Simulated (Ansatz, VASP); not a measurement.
Two plane-wave programs on ErH3O3

```xyz
7
Lattice="13.5000 0.0000 0.0000 0.0000 14.1900 0.0000 0.0000 0.0000 9.0400" Properties=species:S:1:pos:R:3 pbc="T T T"
Er    5.9984    7.0953    4.5000
O     8.0299    7.0953    4.5229
O     8.9952    7.0953    4.5426
O     4.9827    8.8546    4.5229
H     4.5000    9.6906    4.5426
H     4.9827    5.3360    4.5229
H     4.5000    4.5000    4.5426
```

Alike in both runs: task single point; functional PBE; k mesh 1 × 1 × 1; occupations gaussian, width 0.01 eV; collinear spin; Hubbard terms Er f U = 5.0 eV.

|  | VASP | Ansatz |
| --- | --- | --- |
| version | VASP 6.6.1 | Ansatz 0.2.0 |
| potentials or method | VASP PAW PBE potentials, release 64 (Er, O, H), cutoff 520 eV | scalar-relativistic, plane waves, PAW |
| valence electrons in the cell | 43 | 43 |

Ansatz gave:

| Quantity | Value |
| --- | --- |
| gap on the k mesh at the Fermi level (eV) | 3.04 |
| rms of the force components (eV/Å) | 0.082 |
| net moment per atom (μB) | 0.43 |
| size of the moment on the site where the two differ most (μB) | 2.91 |

Question: Which values does VASP return?

Answer: gap on the k mesh at the Fermi level (eV): 3.24; rms of the force components (eV/Å): 0.049; net moment per atom (μB): 0.43; size of the moment on the site where the two differ most (μB): 2.94.

Site moments also hang on the region over which each program counts them. The programs project onto different local orbitals, so the same U acts differently, and such runs can settle in different states. Ansatz's warnings: structure snapped to symmetry, symmetry narrowed by open shell.

Neither program's run includes spin-orbit coupling. Noted on VASP's run: the magnetic or orbital state may not be the lowest.
